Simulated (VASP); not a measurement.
Input of a VASP 6.6.1 run:

INCAR

```
SYSTEM = CoO
ALGO = Normal
EDIFF = 1E-6
EDIFFG = -0.01
ENCUT = 600
GGA = PE
IBRION = 2
ISIF = 3
ISMEAR = 0
ISPIN = 2
LASPH = .TRUE.
LCHARG = .FALSE.
LMAXMIX = 4
LORBIT = 11
LREAL = .FALSE.
LWAVE = .FALSE.
MAGMOM = 2.74 0.52
NELM = 150
NSW = 100
PREC = Accurate
SIGMA = 0.1
```

Contents of KPOINTS:

```
k-points
0
G
  16 16 16
  0 0 0
```

Contents of POSCAR:

```
CoO
1.0
    2.6161540064      0.0000000000      0.0000000000
    0.0000000000      2.6161540064      0.0000000000
    0.0000000000      0.0000000000      2.6161540064
Co O
1 1
Direct
    0.0000000000      0.0000000000      0.0000000000
    0.5000000000      0.5000000000      0.5000000000
```

Potentials or basis: VASP PAW PBE potentials, release 64 (Co, O).

The run is started by

```console
$ cat potpaw_PBE.64/Co/POTCAR potpaw_PBE.64/O/POTCAR > POTCAR
$ mpirun -np 1 vasp_std > vasp.out
```

(1) Estimate the space group after relaxing (to 0.05 Å).

(2) What does it give for the net moment?

(3) What does it give for the band gap on the k mesh?

(4) What does it give for the relaxed volume?

Results:

(1) Pm-3m (No. 221).

(2) 3.00 μB per cell.

(3) zero (filled and empty bands overlap).

(4) 8.92 Å³/atom.

Caveat: a cell with one magnetic atom can't hold antiferromagnetic order, which such compounds often take; semilocal functionals often make such compounds metallic where correlation or magnetic order opens a gap, which also shifts bond lengths.
